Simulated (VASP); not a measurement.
Set up this calculation in VASP 6.6.1, as the native input.

```
Task                   : single point
Functional             : PBE
Potentials or basis    : VASP PAW PBE potentials, release 64 (Ba_sv, V_sv, Tl_d, O)
Cutoff                 : 600 eV
k mesh                 : 4 × 4 × 4
Occupations            : fermi-dirac, width 0.05 eV
Spin                   : collinear spin, ferromagnetic start
Starting moments       : [0.0, 0.0, 2.0, 2.0, 2.0, 0.0, 0.0, 0.0, 0.0, 0.0, 0.0, 0.0, 0.0, 0.0, 0.0, 0.0, 0.0, 0.0, 0.0, 0.0, 0.0, 0.0] μB
Hubbard terms          : V d U = 2.0 eV
Dipole correction      : no
Further INCAR settings : ALGO = Normal; EDIFF = 1e-06; NBANDS = 119
```

The structure of Ba2Tl5V3O12 lies in POSCAR:

```
Ba2Tl5V3O12
1.0
    4.2369800000      2.4462200000      6.1284000000
   -4.2369800000      2.4462200000      6.1284000000
    0.0000000000     -4.8924400000      6.1284000000
Ba V Tl O
2 3 5 12
Direct
    0.5000000000      0.5000000000      0.5000000000
    0.0000000000      0.0000000000      0.0000000000
    0.5000000000      0.5000000000      0.0000000000
    0.0000000000      0.5000000000      0.5000000000
    0.5000000000      0.0000000000      0.5000000000
    0.0000000000      0.0000000000      0.5000000000
    0.5000000000      0.0000000000      0.0000000000
    0.0000000000      0.5000000000      0.0000000000
    0.7404500000      0.7404500000      0.7404500000
    0.2595500000      0.2595500000      0.2595500000
    0.7165200000      0.0808900000      0.4124200000
    0.4124200000      0.7165200000      0.0808900000
    0.0808900000      0.4124200000      0.7165200000
    0.5875700000      0.9191100000      0.2834800000
    0.9191100000      0.2834800000      0.5875700000
    0.2834800000      0.5875700000      0.9191100000
    0.2834800000      0.9191100000      0.5875700000
    0.5875700000      0.2834800000      0.9191100000
    0.9191100000      0.5875700000      0.2834800000
    0.4124200000      0.0808900000      0.7165200000
    0.0808900000      0.7165200000      0.4124200000
    0.7165200000      0.4124200000      0.0808900000
```

The input as run:

INCAR

```
ALGO = Normal
EDIFF = 1E-6
ENCUT = 600
GGA = PE
GGA_COMPAT = False
ISIF = 2
ISMEAR = -1
ISPIN = 2
KPAR = 4
LASPH = True
LCHARG = False
LDAU = True
LDAUJ = 0 0 0 0
LDAUL = -1 2 -1 -1
LDAUPRINT = 1
LDAUTYPE = 2
LDAUU = 0 2 0 0
LMAXMIX = 4
LORBIT = 11
LREAL = False
LWAVE = False
MAGMOM = 0 0 2 2 2 0 0 0 0 0 0 0 0 0 0 0 0 0 0 0 0 0
NBANDS = 119
NELM = 200
PREC = Accurate
SIGMA = 0.05
```

KPOINTS

```
k-points
0
Gamma
  4 4 4
```

Potentials or basis: VASP PAW PBE potentials, release 64 (Ba_sv, V_sv, Tl_d, O).

The run is started by

```console
$ cat potpaw_PBE.64/Ba_sv/POTCAR potpaw_PBE.64/V_sv/POTCAR potpaw_PBE.64/Tl_d/POTCAR potpaw_PBE.64/O/POTCAR > POTCAR
$ mpirun -np 4 vasp_std > vasp.out
```

It gave:

```json
{
  "Pressure": "1.0 GPa",
  "Largest force": "0.308 eV/Å",
  "Net moment": "-1.19 μB per cell",
  "Site moments": "Ba -0.00, +0.00; V -0.47; Tl +0.01, -0.01 (each value once); O +0.03 μB",
  "Valence electrons inside the program's atomic spheres": "Ba 7.74; V 11.66; Tl 11.13, 11.29 (each value once); O 4.94"
}
```

Caveat: a moment this small can come from the mesh or the smearing.

Run time: 8 min on 4 MPI ranks on AMD EPYC 9R45 96-Core Processor (Zen 5) (shared host), peak memory 1.5 GiB a rank.
